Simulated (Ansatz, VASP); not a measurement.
SnO: VASP beside Ansatz

```
Sn O
1.0
     3.82065    0.00001    0.00000
    -0.00001    3.82065    0.00000
     0.00000    0.00000   22.22801
Sn O
4 4
Cartesian
  3.8201 3.8201 4.5000
  1.9097 1.9098 6.8640
  2.3873 2.8649 10.9640
  4.2977 4.7752 13.3280
  3.8201 1.9098 5.6820
  1.9098 3.8201 5.6820
  2.3873 4.7752 12.1460
  4.2976 2.8649 12.1460
```

Alike in both runs: task single point; functional PBE; dispersion D3(BJ); k mesh 7 × 7 × 1; occupations gaussian, width 0.05 eV; no spin polarisation.

|  | VASP | Ansatz |
| --- | --- | --- |
| version | VASP 6.6.1 | Ansatz 0.2.0 |
| potentials or method | VASP PAW PBE potentials, release 64 (Sn_d, O), cutoff 520 eV | scalar-relativistic, plane waves, PAW |
| valence electrons in the cell | 80 | 80 |

|  | VASP | Ansatz | Ansatz less VASP |
| --- | --- | --- | --- |
| gap on the k mesh at the Fermi level (eV) | 2.41 | 2.42 | +0.007 |
| least direct gap on the mesh (eV) | 2.54 | 2.57 | +0.039 |
| rms of the force components (eV/Å) | 0.031 | 0.017 | -0.0142 |
